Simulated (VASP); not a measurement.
A run of VASP 6.6.1:

File INCAR:

```
SYSTEM = GaN
  ALGO = Normal
  EDIFF = 1E-8
  ENCUT = 520
  IBRION = 6
  ISIF = 2
  ISMEAR = 0
  LASPH = .True.
  LCHARG = .False.
  LMIXTAU = .True.
  LREAL = .False.
  LWAVE = .False.
  METAGGA = R2SCAN
  NBANDS = 26
  NELM = 100
  NFREE = 2
  NSW = 1
  POTIM = 0.015
  PREC = Accurate
  SIGMA = 0.01
```

File KPOINTS:

```
k-points
0
Gamma
  8 8 4
  0 0 0
```

Contents of POSCAR:

```
GaN
1.0
    3.1831024591      0.0000000000      0.0000000000
   -1.5915512296      2.7566475925      0.0000000000
    0.0000000000      0.0000000000      5.1835786277
Ga N
2 2
Direct
    0.3333333333      0.6666666667     -0.0008903353
    0.6666666667      0.3333333333      0.4991096647
    0.3333333333      0.6666666667      0.3758903353
    0.6666666667      0.3333333333      0.8758903353
```

Potentials or basis: VASP PAW PBE potentials, release 64 (Ga_d, N).

Launch:

```console
$ cat potpaw_PBE.64/Ga_d/POTCAR potpaw_PBE.64/N/POTCAR > POTCAR
$ mpirun -np 1 vasp_std > vasp.out
```

Hardware: 1 thread of Intel(R) Xeon(R) 6975P-C (Granite Rapids), with other jobs on the host.

Estimate the wall time of this run.

Wall time 14 min on 1 thread of Intel(R) Xeon(R) 6975P-C (Granite Rapids) (shared host), peak memory 0.34 GiB. Counts: scf iterations 142, k points 30.
